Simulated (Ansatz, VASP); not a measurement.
# Os: VASP beside Ansatz

```xyz
1
Lattice="-1.4929 1.4929 1.4929 1.4929 -1.4929 1.4929 1.4929 1.4929 -1.4929" Properties=species:S:1:pos:R:3 pbc="T T T"
Os    0.0000    0.0000    0.0000
```

Change from the starting cell: volume scaled by 0.9, PAW files.

Alike in both runs: task single point; functional PBE; k mesh 17 × 17 × 17; occupations fermi-dirac, width 0.1 eV; no spin polarisation.

```csv
,VASP,Ansatz
version,VASP 6.6.1,Ansatz 0.2.0
potentials or method,"VASP PAW PBE potentials, release 64 (Os)","PAW with Ansatz's default frozen-core files, scalar-relativistic"
plane-wave cutoff (eV),520,420
valence electrons in the cell,8,16
```

VASP gave:

| Item | Value |
| --- | --- |
| pressure (GPa) | 48.8 |

Question: Which values does Ansatz return?

Answer: Pressure (GPa): 47.4.

Both programs put the cell under a high pressure, so it lies far from rest at this level. VASP's potentials hold 8 valence electrons a cell and Ansatz's 16, so a difference there can come from the potentials and not from the codes.

Neither program's run includes spin-orbit coupling.
